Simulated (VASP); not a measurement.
A run of VASP 6.6.1:

Contents of INCAR:

```
ALGO     = Normal         # electronic algorithm
EDIFF    = 1E-7           # SCF threshold, eV
ENCUT    = 520            # plane-wave cutoff, eV
ISIF     = 2              # what is computed and relaxed
ISMEAR   = -1             # smearing method
LASPH    = True           # aspherical terms in the spheres
LCHARG   = False          # write CHGCAR
LREAL    = False          # projectors in reciprocal space
LWAVE    = False          # write WAVECAR
NBANDS   = 18             # bands
NELM     = 100            # most SCF steps
PREC     = Accurate       # precision mode
SIGMA    = 0.08           # smearing width, eV
```

File KPOINTS:

```
k-points
0
Gamma
  10 10 10
```

Contents of POSCAR:

```
BiTe
1.0
    0.0000000000      3.2132879364      3.2132879364
    3.2132879364      0.0000000000      3.2132879364
    3.2132879364      3.2132879364      0.0000000000
Bi Te
1 1
Direct
    0.0000000000      0.0000000000      0.0000000000
    0.5000000000      0.5000000000      0.5000000000
```

Potentials or basis: VASP PAW LDA potentials, release 64 (Bi_d, Te).

Launch:

```sh
$ cat potpaw_LDA.64/Bi_d/POTCAR potpaw_LDA.64/Te/POTCAR > POTCAR
$ mpirun -np 1 vasp_std > vasp.out
```

Hardware: 1 thread of Intel(R) Xeon(R) 6975P-C (Granite Rapids), with other jobs on the host.

Problem. Estimate the wall time of this run.

Solution. Wall time 20 s on 1 thread of Intel(R) Xeon(R) 6975P-C (Granite Rapids), on a shared host, peak memory 0.2 GiB. Counts: scf iterations 13, k points 47.
